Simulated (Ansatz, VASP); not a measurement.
# Two plane-wave programs on Rb3Sb2P3

INCAR

```
SYSTEM = Rb3Sb2P3
ALGO = Normal
EDIFF = 1E-7
EDIFFG = -0.01
ENCUT = 600
GGA = PE
IBRION = 2
ISIF = 3
ISMEAR = 0
LASPH = .True.
LCHARG = .False.
LREAL = .False.
LWAVE = .False.
NELM = 100
NSW = 100
PREC = Accurate
SIGMA = 0.1
```

File KPOINTS:

```
k-points
0
Gamma
  6 6 6
  0 0 0
```

File POSCAR:

```
Rb3Sb2P3
1.0
    6.5560909818      0.0000000000      0.0000000000
    0.0000000000      6.5560909818      0.0000000000
    0.0000000000      0.0000000000      6.5560909818
Rb Sb P
3 2 3
Direct
    0.5000000000      0.0000000000      0.0000000000
    0.0000000000      0.5000000000      0.0000000000
    0.0000000000      0.0000000000      0.5000000000
    0.5000000000      0.5000000000      0.5000000000
    0.0000000000      0.0000000000      0.0000000000
    0.0000000000      0.5000000000      0.5000000000
    0.5000000000      0.0000000000      0.5000000000
    0.5000000000      0.5000000000      0.0000000000
```

Input for Ansatz:

```yaml
crystal:
  lattice:
    - [6.5560909818, 0.0, 0.0]
    - [0.0, 6.5560909818, 0.0]
    - [0.0, 0.0, 6.5560909818]
  atoms:
    - { symbol: Rb, position: [0.5, 0.0, 0.0] }
    - { symbol: Rb, position: [0.0, 0.5, 0.0] }
    - { symbol: Rb, position: [0.0, 0.0, 0.5] }
    - { symbol: Sb, position: [0.5, 0.5, 0.5] }
    - { symbol: Sb, position: [0.0, 0.0, 0.0] }
    - { symbol: P, position: [0.0, 0.5, 0.5] }
    - { symbol: P, position: [0.5, 0.0, 0.5] }
    - { symbol: P, position: [0.5, 0.5, 0.0] }
basis:
  ecutwfc: 420
kpoints:
  mp_grid: { grid: [6, 6, 6] }
hamiltonian:
  xc: pbe
scf:
  occupations: { method: gaussian, width: 0.1 }
output:
  forces: true
  stress: true
  eigenvalues: true
relax:
  adjacent_minimum: "off"
  f_tol: 0.01
  max_steps: 80
  cell: { stress_tol: 0.05 }
```

Alike in both runs: task relaxation of cell and atoms; functional PBE; k mesh 6 × 6 × 6; occupations gaussian, width 0.1 eV; no spin polarisation.

|  | VASP | Ansatz |
| --- | --- | --- |
| version | VASP 6.6.1 | Ansatz 0.2.0 |
| potentials or method | VASP PAW PBE potentials, release 64 (Rb_sv, Sb, P), cutoff 600 eV | scalar-relativistic, plane waves, PAW |
| valence electrons in the cell | 52 | 72 |

|  | VASP | Ansatz | Ansatz less VASP |
| --- | --- | --- | --- |
| gap on the k mesh at the Fermi level, each at its own relaxed structure (eV) | none | none | - |
| relaxed volume (Å³/atom) | 35.54 | 35.42 | -0.117 |
| relaxed length of the cell vector where the two differ most in proportion (Å) | 6.576 | 6.568 | -0.0072 |

A gap of «none» marks a metal or a gap that the smearing closes. VASP's potentials hold 52 valence electrons a cell and Ansatz's 72, so a difference there can come from the potentials and not from the codes.

Spin-orbit coupling is off throughout.
